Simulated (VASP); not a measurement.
# Ge (Fd-3m) in VASP: a series of runs, part 2 of 2

VASP 6.6.1. The steps go on from the part before.

**3. Single point, PBE**

File INCAR:

```
SYSTEM = Ge
ALGO     = Normal         ! electronic algorithm
EDIFF    = 1E-6           ! SCF threshold, eV
ENCUT    = 500            ! plane-wave cutoff, eV
GGA      = PE             ! functional
GGA_COMPAT= .False.      
ISIF     = 2              ! what is computed and relaxed
ISMEAR   = 1              ! smearing method
LASPH    = .True.         ! aspherical terms in the spheres
LCHARG   = .False.        ! write CHGCAR
LREAL    = .False.        ! projectors in reciprocal space
LWAVE    = .False.        ! write WAVECAR
NBANDS   = 21             ! bands
NELM     = 120            ! most SCF steps
PREC     = Accurate       ! precision mode
SIGMA    = 0.05           ! smearing width, eV
```

File KPOINTS:

```
k-points
0
Gamma
  6 6 6
  0 0 0
```

File POSCAR:

```
Ge
1.0
    0.0000000000      2.8368735121      2.8368735121
    2.8368735121      0.0000000000      2.8368735121
    2.8368735121      2.8368735121      0.0000000000
Ge
2
Direct
    0.0000000000      0.0000000000      0.0000000000
    0.2500000000      0.2500000000      0.2500000000
```

Potentials or basis: VASP PAW PBE potentials, release 64 (Ge_d).

The run is started by

```
> cat potpaw_PBE.64/Ge_d/POTCAR > POTCAR
> mpirun -np 1 vasp_std > vasp.out
```

OUTCAR:

```text
SYSTEM = Ge
   EDIFF = 1E-6
   ENCUT = 500
   GGA = PE
   ISIF = 2
   ISMEAR = 1
   LASPH = .True.
   LREAL = .False.
   NELM = 120
   PREC = Accurate

 ion  position               nearest neighbor table
   1  0.000  0.000  0.000-   2 2.46   2 2.46   2 2.46   2 2.46
   2  0.250  0.250  0.250-   1 2.46   1 2.46   1 2.46   1 2.46

  LATTYP: Found a face centered cubic cell.
 ALAT       =     5.6737470242

  Lattice vectors:

 A1 = (   0.0000000000,   2.8368735121,   2.8368735121)
 A2 = (   2.8368735121,   0.0000000000,   2.8368735121)
 A3 = (   2.8368735121,   2.8368735121,   0.0000000000)

Analysis of symmetry for initial positions (statically):
=====================================================================
 Subroutine PRICEL returns:
 Original cell was already a primitive cell.

 Routine SETGRP: Setting up the symmetry group for a
 face centered cubic supercell.

 Subroutine GETGRP returns: Found 48 space group operations
 (whereof 24 operations were pure point group operations)
 out of a pool of 48 trial point group operations.

The static configuration has the point symmetry T_d .
 The point group associated with its full space group is O_h .
[... 150 lines left out ...]
  free energy    TOTEN  =        -8.97243702 eV

  energy without entropy =       -8.97228707  energy(sigma->0) =       -8.97238704

 E-fermi :   4.9301     XC(G=0):  -9.8770

 val. band max:        4.9205290207   @ k =   0.0000   0.0000   0.0000
 cond. band min:       5.0786422170   @ k =   0.5000   0.0000   0.0000
 fundamental gap:      0.1581131964
 Fermi energy:         4.9300526925

 k-point     1 :       0.0000    0.0000    0.0000
  band No.  band energies     occupation
      1     -19.8783      2.00000
      2     -19.8783      2.00000
      3     -19.8783      2.00000
      4     -19.8429      2.00000
      5     -19.8429      2.00000
      6     -19.6368      2.00000
[... 373 lines left out ...]
     20      15.8991      0.00000
     21      17.8065      0.00000

------------------------ aborting loop because EDIFF is reached ----------------------------------------

  FORCE on cell =-STRESS in cart. coord.  units (eV):
  Direction    XX          YY          ZZ          XY          YZ          ZX
  --------------------------------------------------------------------------------------
  -------------------------------------------------------------------------------------
  Total        0.8526419      0.8526419      0.8526419      0.0000000     -0.0000000     -0.0000000
  in kB       29.9176402     29.9176402     29.9176402      0.0000000     -0.0000000     -0.0000000
  external PRESSURE =      29.9176402 kB  Pullay stress =       0.0000000 kB

 VOLUME and BASIS-vectors are now :
 -----------------------------------------------------------------------------
  energy-cutoff  :      500.00
  volume of cell :       45.66
      direct lattice vectors                 reciprocal lattice vectors
     0.000000000  2.836873512  2.836873512    -0.176250368  0.176250368  0.176250368
     2.836873512  0.000000000  2.836873512     0.176250368 -0.176250368  0.176250368
     2.836873512  2.836873512  0.000000000     0.176250368  0.176250368 -0.176250368

 POSITION                                       TOTAL-FORCE (eV/Angst)
 -----------------------------------------------------------------------------------
      0.00000      0.00000      0.00000        -0.000000     -0.000000     -0.000000
      1.41844      1.41844      1.41844         0.000000      0.000000      0.000000
 -----------------------------------------------------------------------------------
    total drift:                                0.000000     -0.000000      0.000000

  FREE ENERGIE OF THE ION-ELECTRON SYSTEM (eV)
  ---------------------------------------------------
  free  energy   TOTEN  =        -8.9724370202 eV

  energy  without entropy=       -8.9722870729  energy(sigma->0) =       -8.97238704
```

OSZICAR:

```text
N       E                     dE             d eps       ncg     rms          rms(c)
DAV:   1     0.189581854576E+03    0.18958E+03   -0.13928E+04   749   0.353E+03
DAV:   2     0.184123638493E+02   -0.17117E+03   -0.16644E+03   672   0.623E+02
DAV:   3    -0.816507690775E+01   -0.26577E+02   -0.26417E+02   767   0.142E+02
DAV:   4    -0.904547195487E+01   -0.88040E+00   -0.87987E+00   767   0.305E+01
DAV:   5    -0.905992706941E+01   -0.14455E-01   -0.14455E-01   745   0.422E+00    0.319E+00
DAV:   6    -0.900100930640E+01    0.58918E-01   -0.21539E-02   792   0.143E+00    0.189E+00
DAV:   7    -0.897042288810E+01    0.30586E-01   -0.49343E-02   750   0.195E+00    0.149E-01
DAV:   8    -0.897225018825E+01   -0.18273E-02   -0.59425E-03   757   0.912E-01    0.432E-02
DAV:   9    -0.897241910800E+01   -0.16892E-03   -0.24540E-04   752   0.204E-01    0.153E-02
DAV:  10    -0.897243511440E+01   -0.16006E-04   -0.33617E-05   859   0.625E-02    0.634E-03
DAV:  11    -0.897243698261E+01   -0.18682E-05   -0.50079E-06   723   0.348E-02    0.147E-03
DAV:  12    -0.897243702021E+01   -0.37606E-07   -0.14309E-07   451   0.586E-03
   1 F= -.89724370E+01 E0= -.89723870E+01  d E =-.149947E-03
```

stdout:

```text
POSCAR found type information on POSCAR Ge
 POSCAR found :  1 types and       2 ions
 scaLAPACK will be used
 LDA part: xc-table for (Slater+PW92), standard interpolation
 POSCAR, INCAR and KPOINTS ok, starting setup
 FFT: planning ... GRIDC
 FFT: planning ... GRID_SOFT
 FFT: planning ... GRID
 WAVECAR not read
 entering main loop
```

Run time: 28 s. Hardware: 1 thread of Intel Xeon 8259CL, shared host; peak memory 0.16 GiB.

Results:

| Item | Value |
| --- | --- |
| Free energy | -8.9724 eV |
| Pressure | 3.0 GPa |
| Band gap on the k mesh | zero (filled and empty bands touch) |

Levels at points of the mesh, in eV from the Fermi level:
| k point | band 12 | band 13 | band 14 | band 15 | band 16 | band 17 |
| --- | --- | --- | --- | --- | --- | --- |
| (0.00, 0.00, 0.00) | -0.05 | -0.01 | -0.01 | -0.01 | 2.54 | 2.54 |
| (0.50, 0.00, 0.00) | -7.57 | -1.40 | -1.40 | 0.15 | 3.73 | 3.73 |
| (0.50, 0.50, 0.00) | -8.86 | -3.06 | -3.06 | 0.75 | 0.75 | 9.44 |

**4. Single point, PBE**

File INCAR:

```
SYSTEM = Ge
PREC = Accurate
ENCUT = 500
EDIFF = 1E-6
ISMEAR = 1
SIGMA = 0.001
LREAL = .False.
LASPH = .True.
NELM = 120
ALGO = Normal
ISIF = 2
LWAVE = .False.
LCHARG = .False.
GGA = PE
NBANDS = 21
GGA_COMPAT = .False.
```

File KPOINTS:

```
regular mesh
0
Gamma
  6 6 6
  0 0 0
```

POSCAR is that of step 3.

Potentials or basis: VASP PAW PBE potentials, release 64 (Ge_d).

The run is started by

```
> cat potpaw_PBE.64/Ge_d/POTCAR > POTCAR
> mpirun -np 1 vasp_std > vasp.out
```

OUTCAR:

```text
SYSTEM = Ge
   PREC = Accurate
   ENCUT = 500
   EDIFF = 1E-6
   ISMEAR = 1
   LREAL = .False.
   LASPH = .True.
   NELM = 120
   ISIF = 2
   GGA = PE

 ion  position               nearest neighbor table
   1  0.000  0.000  0.000-   2 2.46   2 2.46   2 2.46   2 2.46
   2  0.250  0.250  0.250-   1 2.46   1 2.46   1 2.46   1 2.46

  LATTYP: Found a face centered cubic cell.
 ALAT       =     5.6737470242

  Lattice vectors:

 A1 = (   0.0000000000,   2.8368735121,   2.8368735121)
[... 561 lines left out ...]

------------------------ aborting loop because EDIFF is reached ----------------------------------------

  FORCE on cell =-STRESS in cart. coord.  units (eV):
  Direction    XX          YY          ZZ          XY          YZ          ZX
  --------------------------------------------------------------------------------------
  -------------------------------------------------------------------------------------
  Total        0.8504086      0.8504086      0.8504086      0.0000000      0.0000000      0.0000000
  in kB       29.8392789     29.8392789     29.8392789      0.0000000      0.0000000      0.0000000
  external PRESSURE =      29.8392789 kB  Pullay stress =       0.0000000 kB

 VOLUME and BASIS-vectors are now :
 -----------------------------------------------------------------------------
  energy-cutoff  :      500.00
  volume of cell :       45.66
      direct lattice vectors                 reciprocal lattice vectors
     0.000000000  2.836873512  2.836873512    -0.176250368  0.176250368  0.176250368
     2.836873512  0.000000000  2.836873512     0.176250368 -0.176250368  0.176250368
     2.836873512  2.836873512  0.000000000     0.176250368  0.176250368 -0.176250368

 POSITION                                       TOTAL-FORCE (eV/Angst)
 -----------------------------------------------------------------------------------
      0.00000      0.00000      0.00000         0.000000      0.000000      0.000000
      1.41844      1.41844      1.41844        -0.000000     -0.000000     -0.000000
 -----------------------------------------------------------------------------------
    total drift:                                0.000000      0.000000      0.000000

  FREE ENERGIE OF THE ION-ELECTRON SYSTEM (eV)
  ---------------------------------------------------
  free  energy   TOTEN  =        -8.9722797247 eV

  energy  without entropy=       -8.9722762677  energy(sigma->0) =       -8.97227857
```

Wall time 21 s (1 thread of Intel Xeon 8259CL, shared host); peak memory 0.16 GiB.

What came out:

```yaml
Free_energy: -8.9723 eV
Pressure: 3.0 GPa
Band_gap_on_the_k_mesh: zero (filled and empty bands touch)
```

**5. Single point, PBE, collinear spin, zero start**

File INCAR:

```
PREC = Accurate
ENCUT = 500
EDIFF = 1E-6
ISMEAR = -1
SIGMA = 0.02
LREAL = F
LASPH = T
NELM = 200
ALGO = Normal
ISIF = 2
LWAVE = F
LCHARG = F
ISPIN = 2
MAGMOM = 0 0
LORBIT = 11
GGA = PE
NBANDS = 25
GGA_COMPAT = F
```

File KPOINTS:

```
regular mesh
0
Gamma
  6 6 6
```

POSCAR is that of step 4.

The run is started by

```
> cat potpaw_PBE.64/Ge_d/POTCAR > POTCAR
> mpirun -np 1 vasp_std > vasp.out
```

Run time: 59 s. Hardware: 1 thread of Intel Xeon 8259CL, shared host; peak memory 0.19 GiB.

It converged, with:

```
Free energy                                           : -8.9726 eV
Pressure                                              : 3.0 GPa
Band gap on the k mesh                                : zero (filled and empty bands touch)
Net moment                                            : 0.00 μB per cell
Valence electrons inside the program's atomic spheres : Ge 12.41
```

Levels at points of the mesh, in eV from the Fermi level:
Spin up:
| k point | band 11 | band 12 | band 13 | band 14 | band 15 | band 16 | band 17 | band 18 |
| --- | --- | --- | --- | --- | --- | --- | --- | --- |
| (0.00, 0.00, 0.00) | -12.72 | -0.06 | -0.02 | -0.02 | -0.02 | 2.53 | 2.53 | 2.53 |
| (0.50, 0.00, 0.00) | -10.66 | -7.57 | -1.41 | -1.41 | 0.14 | 3.73 | 3.73 | 7.11 |
| (0.50, 0.50, 0.00) | -8.87 | -8.87 | -3.06 | -3.06 | 0.75 | 0.75 | 9.43 | 9.43 |
Spin down:
```csv
k point,band 12,band 13,band 14,band 15,band 16,band 17
"(0.00, 0.00, 0.00)",-0.06,-0.02,-0.02,-0.02,2.53,2.53
"(0.50, 0.00, 0.00)",-7.57,-1.41,-1.41,0.14,3.73,3.73
"(0.50, 0.50, 0.00)",-8.87,-3.06,-3.06,0.75,0.75,9.43
```

**6. Summary**

| spin | smearing | gap on the mesh (eV) | pressure (GPa) |
| --- | --- | --- | --- |
| off | gaussian 0.01 eV | none | 3.0 |
| off | methfessel-paxton 0.05 eV | none | 3.0 |
| off | methfessel-paxton 0.001 eV | none | 3.0 |
| collinear, zero start | fermi-dirac 0.02 eV | none | 3.0 |

Alike in all rows: task single point; level PBE; potentials or basis VASP PAW PBE potentials, release 64 (Ge_d); cell as given; k mesh 6 × 6 × 6; cutoff (eV) 500.

Every run on the cell as given and a fine mesh finds a metal.

Total energies depend on the potentials used, so only differences within one code and one set of settings carry meaning.
